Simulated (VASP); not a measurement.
# Al2Cu (sol) (I4/mcm) in VASP: single point with PBEsol

Aim: the single point of Al2Cu (sol) with PBEsol.

Everything below comes from runs of VASP 6.6.1. Logs are shortened: lines on timing, memory, paths and dates and some standing lists are left out, and cuts for length are marked.

## Step 1: The cell of the first run

Symmetry: I4/mcm, No. 140, tetragonal system. Conventional cell: a = 5.998 Å, b = 5.998 Å, c = 4.785 Å, α = 90.00°, β = 90.00°, γ = 90.00°. Al (site symmetry m2m) has 4 Cu at 2.56 Å and 11 Al at 2.69 to 3.19 Å within 3.4 Å. Within 3.2 Å of Cu (site symmetry 422) lie 2 Cu at 2.39 Å and 8 Al at 2.56 Å.

## Step 2: Single point, PBEsol

Input file INCAR:

```
  PREC = Accurate
  ENCUT = 520
  EDIFF = 1E-6
  ISMEAR = 0
  SIGMA = 0.1
  LREAL = F
  LASPH = T
  NELM = 60
  ALGO = Fast
  ISIF = 2
  LWAVE = F
  LCHARG = F
  GGA = PS
  NBANDS = 26
```

Input file KPOINTS:

```
regular mesh
0
Gamma
  6 6 6
```

Input file POSCAR:

```
Al2Cu
1.0
   -2.9988978300      2.9988978300      2.3927372900
    2.9988978300     -2.9988978300      2.3927372900
    2.9988978300      2.9988978300     -2.3927372900
Al Cu
4 2
Direct
    0.3413930800      0.1586069200      0.5000000000
    0.1586069200      0.6586069200      0.8172138400
    0.8413930800      0.3413930800      0.1827861600
    0.6586069200      0.8413930800      0.5000000000
    0.7500000000      0.7500000000      0.0000000000
    0.2500000000      0.2500000000      0.0000000000
```

Potentials or basis: VASP PAW PBE potentials, release 64 (Al, Cu).

Launch:

```console
> cat potpaw_PBE.64/Al/POTCAR potpaw_PBE.64/Cu/POTCAR > POTCAR
> mpirun -np 1 vasp_std > vasp.out
```

OUTCAR:

```text
PREC = Accurate
   ENCUT = 520
   EDIFF = 1E-6
   ISMEAR = 0
   LREAL = F
   LASPH = T
   NELM = 60
   ISIF = 2
   GGA = PS

 ion  position               nearest neighbor table
   1  0.341  0.159  0.500-   5 2.56   6 2.56   6 2.56   5 2.56   4 2.69   4 2.85   4 2.85   2 3.06
                             3 3.06   2 3.06   3 3.06   2 3.19   3 3.19   3 3.19   2 3.19
   2  0.159  0.659  0.817-   5 2.56   6 2.56   5 2.56   6 2.56   3 2.69   3 2.85   3 2.85   1 3.06
                             4 3.06   4 3.06   1 3.06   1 3.19   4 3.19   1 3.19   4 3.19
   3  0.841  0.341  0.183-   5 2.56   6 2.56   5 2.56   6 2.56   2 2.69   2 2.85   2 2.85   1 3.06
                             4 3.06   4 3.06   1 3.06   1 3.19   4 3.19   4 3.19   1 3.19
   4  0.659  0.841  0.500-   6 2.56   5 2.56   5 2.56   6 2.56   1 2.69   1 2.85   1 2.85   2 3.06
                             3 3.06   2 3.06   3 3.06   2 3.19   3 3.19   2 3.19   3 3.19
   5  0.750  0.750  0.000-   6 2.39   6 2.39   2 2.56   3 2.56   2 2.56   3 2.56   4 2.56   1 2.56
                             4 2.56   1 2.56
   6  0.250  0.250  0.000-   5 2.39   5 2.39   2 2.56   3 2.56   2 2.56   3 2.56   1 2.56   1 2.56
                             4 2.56   4 2.56

  LATTYP: Found a body centered tetragonal cell.
 ALAT       =     5.9977956600
 C/A-ratio  =     0.7978722269

  Lattice vectors:

 A1 = (  -2.9988978300,   2.9988978300,   2.3927372900)
 A2 = (   2.9988978300,  -2.9988978300,   2.3927372900)
 A3 = (   2.9988978300,   2.9988978300,  -2.3927372900)

Analysis of symmetry for initial positions (statically):
=====================================================================
 Subroutine PRICEL returns:
 Original cell was already a primitive cell.

 Routine SETGRP: Setting up the symmetry group for a
 body centered tetragonal supercell.

 Subroutine GETGRP returns: Found 16 space group operations
 (whereof  8 operations were pure point group operations)
 out of a pool of 16 trial point group operations.

The static configuration has the point symmetry C_4h.
 The point group associated with its full space group is D_4h.

Analysis of symmetry for dynamics (positions and initial velocities):
=====================================================================
 Subroutine PRICEL returns:
 Original cell was already a primitive cell.

 Routine SETGRP: Setting up the symmetry group for a
 body centered tetragonal supercell.

 Subroutine GETGRP returns: Found 16 space group operations
 (whereof  8 operations were pure point group operations)
 out of a pool of 16 trial point group operations.

The dynamic configuration has the point symmetry C_4h.
 The point group associated with its full space group is D_4h.

 Subroutine INISYM returns: Found 16 space group operations
 (whereof  8 operations are pure point group operations),
 and found     1 'primitive' translations

----------------------------------------------------------------------------------------

                                     Primitive cell

  volume of cell :      86.0753

  direct lattice vectors                    reciprocal lattice vectors
    -2.998897830  2.998897830  2.392737290     0.000000000  0.166727921  0.208965691
     2.998897830 -2.998897830  2.392737290     0.166727921  0.000000000  0.208965691
     2.998897830  2.998897830 -2.392737290     0.166727921  0.166727921  0.000000000

  length of vectors
     4.869493621  4.869493621  4.869493621     0.267329122  0.267329122  0.235788887

  position of ions in fractional coordinates (direct lattice)
     0.341393080  0.158606920  0.500000000
     0.158606920  0.658606920  0.817213840
     0.841393080  0.341393080  0.182786160
     0.658606920  0.841393080  0.500000000
     0.750000000  0.750000000  0.000000000
     0.250000000  0.250000000  0.000000000

  ion indices of the primitive-cell ions
   primitive index   ion index
                 1           1
                 2           2
                 3           3
                 4           4
                 5           5
                 6           6

----------------------------------------------------------------------------------------

 KPOINTS: regular mesh

Automatic generation of k-mesh.
 Grid dimensions read from file:
 generate k-points for:    6    6    6

 Generating k-lattice:

  Cartesian coordinates                     Fractional coordinates (reciprocal lattice)
     0.000000000  0.027787987  0.034827615     0.166666667 -0.000000000  0.000000000
     0.027787987  0.000000000  0.034827615    -0.000000000  0.166666667  0.000000000
     0.027787987  0.027787987  0.000000000     0.000000000  0.000000000  0.166666667

  Length of vectors
     0.044554854  0.044554854  0.039298148

  Shift w.r.t. Gamma in fractional coordinates (k-lattice)
     0.000000000  0.000000000  0.000000000

 Subroutine IBZKPT returns following result:
 ===========================================

 Found     30 irreducible k-points:

 Following reciprocal coordinates:
            Coordinates               Weight
  0.000000  0.000000  0.000000      1.000000
  0.166667 -0.000000  0.000000      8.000000
  0.333333 -0.000000  0.000000      8.000000
  0.500000  0.000000  0.000000      4.000000
  0.166667  0.166667  0.000000      8.000000
  0.333333  0.166667 -0.000000     16.000000
[... 16 lines left out ...]
 -0.333333 -0.333333  0.166667      8.000000
 -0.166667 -0.333333  0.166667      8.000000
 [... further k-points ...]
   k-points           NKPTS =     30   k-points in BZ     NKDIM =     30   number of bands    NBANDS=     26
   number of dos      NEDOS =    301   number of ions     NIONS =      6
   total plane-waves  NPLWV =  46656
   dimension x,y,z NGX =    36 NGY =   36 NGZ =   36
   dimension x,y,z NGXF=    72 NGYF=   72 NGZF=   72
   ions per type =               4   2
   NGX,Y,Z   is equivalent  to a cutoff of  12.29, 12.29, 12.29 a.u.
   NGXF,Y,Z  is equivalent  to a cutoff of  24.58, 24.58, 24.58 a.u.
 SYSTEM =  unknown system
   PREC   = accura    normal or accurate (medium, high low for compatibility)
   ISTART =      0    job   : 0-new  1-cont  2-samecut
   ICHARG =      2    charge: 1-file 2-atom 10-const
   ISPIN  =      1    spin polarized calculation?
   LNONCOLLINEAR =      F non collinear calculations
   LSORBIT =      F    spin-orbit coupling
   LASPH  =      T    aspherical Exc in radial PAW
   ENCUT  =  520.0 eV  38.22 Ry    6.18 a.u.   9.05  9.05  9.05*2*pi/ulx,y,z
   NELM   =     60;   NELMIN=  2; NELMDL= -5     # of ELM steps
   EDIFF  = 0.1E-05   stopping-criterion for ELM
   LREAL  =      F    real-space projection
   EDIFFG = 0.1E-04   stopping-criterion for IOM
   NSW    =      0    number of steps for IOM
   IBRION =     -1    ionic relax: 0-MD 1-quasi-New 2-CG
   NFREE  =      0    steps in history (QN), initial steepest desc. (CG)
   ISIF   =      2    stress and relaxation
   ISYM   =      2    0-nonsym 1-usesym 2-fastsym
   POTIM  = 0.5000    time-step for ionic-motion
   TEBEG  =    0.0;   TEEND  =   0.0 temperature during run
   PSTRESS=    0.0 pullay stress
   NELECT =      34.0000    total number of electrons
   NUPDOWN=      -1.0000    fix difference up-down
   EMIN   =  10.00;   EMAX   =-10.00  energy-range for DOS
   EFERMI =   0.00;   METHOD = LEGACY
   ISMEAR =     0;   SIGMA  =   0.10  broadening in eV -4-tet -1-fermi 0-gaus
   EFERMI_NEDOS =   21; number of points for ismear=-14 and -15
   IALGO  =     68    algorithm
   IMIX   =      4    mixing-type and parameters
     AMIX     =   0.40;   BMIX     =  1.00
     AMIX_MAG =   1.60;   BMIX_MAG =  1.00
  volume/ion in A,a.u.               =      14.35        96.81
  Fermi-wavevector in a.u.,A,eV,Ry     =   1.201181  2.269902 19.630964  1.442835
  Thomas-Fermi vector in A             =   2.336997
   LORBIT       =      0    0 simple, 1 ext, 2 COOP (PROOUT), +10 PAW based schemes
   GGA     = PS    functional components
   LHFCALC =     F    Hartree Fock is set to
   AEXX    =    0.0000 exact exchange contribution
   IVDW    =     0    specifies the selected vdW correction
   LEPSILON=     F    determine dielectric tensor
   LRPA    =     F    only Hartree local field effects (RPA)
 non-spin polarized calculation
 RMM-DIIS sequential band-by-band and
 Gauss-broadening in eV      SIGMA  =   0.10
  energy-cutoff  :      520.00
  volume of cell :       86.08
 maximum number of plane-waves:      2334
   NGX = 19   NGY = 19   NGZ = 19

 number of electron      34.0000017 magnetization

 Free energy of the ion-electron system (eV)
  ---------------------------------------------------
  ext. energy  EPLUGINS =         0.00000000
  ---------------------------------------------------
  free energy    TOTEN  =       -26.05548904 eV

  energy without entropy =      -26.03941588  energy(sigma->0) =      -26.04745246

 E-fermi :   8.2865     XC(G=0): -11.1097

 val. band max:        8.2738239758   @ k =  -0.3333   0.1667   0.0000
 cond. band min:       8.2872384361   @ k =   0.5000   0.3333   0.0000
 fundamental gap:      0.0134144602
 Fermi energy:         8.2865419653

 k-point     1 :       0.0000    0.0000    0.0000
  band No.  band energies     occupation
      1      -2.7103      2.00000
      2       2.8065      2.00000
      3       2.9969      2.00000
      4       3.0105      2.00000
      5       3.0105      2.00000
      6       3.9520      2.00000
[... 18 lines left out ...]
     25      13.6066      0.00000
     26      14.2681      0.00000

 k-point     2 :       0.1667   -0.0000    0.0000
  band No.  band energies     occupation
      1      -2.4113      2.00000
      2       2.7855      2.00000
      3       2.9066      2.00000
      4       2.9985      2.00000
      5       3.0658      2.00000
      6       3.8957      2.00000
[... 18 lines left out ...]
     25      13.9421      0.00000
     26      14.5879      0.00000

 k-point     3 :       0.3333   -0.0000    0.0000
  band No.  band energies     occupation
      1      -1.5245      2.00000
      2       1.7268      2.00000
      3       2.7761      2.00000
      4       2.9474      2.00000
      5       3.2052      2.00000
      6       3.7152      2.00000
[... 18 lines left out ...]
     25      14.8183      0.00000
     26      15.3652      0.00000

 k-point     4 :       0.5000    0.0000    0.0000
  band No.  band energies     occupation
      1      -0.0910      2.00000
      2      -0.0910      2.00000
      3       2.8474      2.00000
      4       2.8474      2.00000
      5       3.3707      2.00000
      6       3.3707      2.00000
[... 18 lines left out ...]
     25      16.0032      0.00000
     26      16.0274      0.00000

 k-point     5 :       0.1667    0.1667    0.0000
  band No.  band energies     occupation
      1      -1.7523      2.00000
      2       2.3950      2.00000
      3       2.5843      2.00000
      4       2.7858      2.00000
      5       3.4680      2.00000
      6       3.6322      2.00000
[... 18 lines left out ...]
     25      15.0288      0.00000
     26      15.3188      0.00000

 k-point     6 :       0.3333    0.1667   -0.0000
  band No.  band energies     occupation
      1      -0.5288      2.00000
      2       0.7564      2.00000
      3       1.9123      2.00000
      4       2.7795      2.00000
      5       3.4822      2.00000
      6       3.7727      2.00000
[... 427 lines left out ...]
 k-point    21 :      -0.3333    0.5000    0.1667
  band No.  band energies     occupation
      1      -0.6009      2.00000
      2       0.6958      2.00000
      3       2.0528      2.00000
      4       2.7453      2.00000
      5       3.2257      2.00000
      6       3.2563      2.00000
[... 18 lines left out ...]
     25      14.6497      0.00000
     26      14.9202      0.00000

 k-point    22 :      -0.1667    0.5000    0.1667
  band No.  band energies     occupation
      1      -0.1862      2.00000
      2       0.5579      2.00000
      3       2.1378      2.00000
      4       2.2618      2.00000
      5       3.2991      2.00000
      6       3.4824      2.00000
[... 18 lines left out ...]
     25      15.1112      0.00000
     26      15.9523      0.00000

 k-point    23 :      -0.3333   -0.3333    0.1667
  band No.  band energies     occupation
      1       0.3479      2.00000
      2       0.8578      2.00000
      3       0.8940      2.00000
      4       2.8692      2.00000
      5       3.0056      2.00000
      6       3.3706      2.00000
[... 18 lines left out ...]
     25      15.0020      0.00000
     26      16.9420      0.00000

 k-point    24 :      -0.1667   -0.3333    0.1667
  band No.  band energies     occupation
      1      -0.9730      2.00000
      2       1.5491      2.00000
      3       2.4271      2.00000
      4       2.7607      2.00000
      5       3.3427      2.00000
      6       3.3838      2.00000
[... 18 lines left out ...]
     25      15.7787      0.00000
     26      15.8259      0.00000

 [... further k-points ...]
[... 5 lines left out ...]
  --------------------------------------------------------------------------------------
  -------------------------------------------------------------------------------------
  Total       -0.0594528     -0.0594528      1.7601821      0.0000000      0.0000000      0.0000000
  in kB       -1.1066348     -1.1066348     32.7634663      0.0000000      0.0000000      0.0000000
  external PRESSURE =      10.1833989 kB  Pullay stress =       0.0000000 kB

 VOLUME and BASIS-vectors are now :
 -----------------------------------------------------------------------------
  energy-cutoff  :      520.00
  volume of cell :       86.08
      direct lattice vectors                 reciprocal lattice vectors
    -2.998897830  2.998897830  2.392737290     0.000000000  0.166727921  0.208965691
     2.998897830 -2.998897830  2.392737290     0.166727921  0.000000000  0.208965691
     2.998897830  2.998897830 -2.392737290     0.166727921  0.166727921  0.000000000

 POSITION                                       TOTAL-FORCE (eV/Angst)
 -----------------------------------------------------------------------------------
      0.95129      2.04761      0.00000         0.012835     -0.012835      0.000000
      3.95019      0.95129     -0.00000         0.012835      0.012835     -0.000000
     -0.95129      2.04761      2.39274        -0.012835     -0.012835      0.000000
      2.04761      0.95129      2.39274        -0.012835      0.012835      0.000000
      0.00000      0.00000      3.58911         0.000000     -0.000000      0.000000
      0.00000      0.00000      1.19637         0.000000     -0.000000      0.000000
 -----------------------------------------------------------------------------------
    total drift:                                0.000000     -0.000000      0.000000

  FREE ENERGIE OF THE ION-ELECTRON SYSTEM (eV)
  ---------------------------------------------------
  free  energy   TOTEN  =       -26.0554890449 eV

  energy  without entropy=      -26.0394158832  energy(sigma->0) =      -26.04745246
```

Wall time 77 s (1 thread of AMD EPYC 7R13 (Zen 3), shared host); peak memory 0.2 GiB.

Results:

```
Free energy            : -26.0555 eV
Pressure               : 1.0 GPa
Largest force          : 0.018 eV/Å
Band gap on the k mesh : zero (band 17 reaches 10.97 eV, above the bottom of band 18 at 6.77 eV)
```

Forces in eV/Å, atoms in the order of the input:
```
Al   0.013 -0.013  0.000
Al   0.013  0.013  0.000
Al  -0.013 -0.013  0.000
Al  -0.013  0.013  0.000
Cu   0.000  0.000  0.000
Cu   0.000  0.000  0.000
```

Levels at points of the mesh, in eV from the Fermi level:
```
           k point  band 14  band 15  band 16  band 17  band 18  band 19  band 20  band 21
(0.00, 0.00, 0.00)    -2.04    -1.36    -1.21    -1.21    -0.84    -0.16     0.06     1.62
(0.50, 0.00, 0.00)    -3.15    -2.64    -2.64     0.23     0.23     4.11     4.11     4.37
(0.50, 0.50, 0.00)    -2.81    -1.55    -1.34    -0.85    -0.60     0.79     1.26     4.68
(0.50, 0.50, 0.50)    -3.27    -3.27    -1.80     2.68     2.99     2.99     3.41     4.29
```

Caveat: the PAW data sets were made with another functional, which shifts forces and pressure a little.
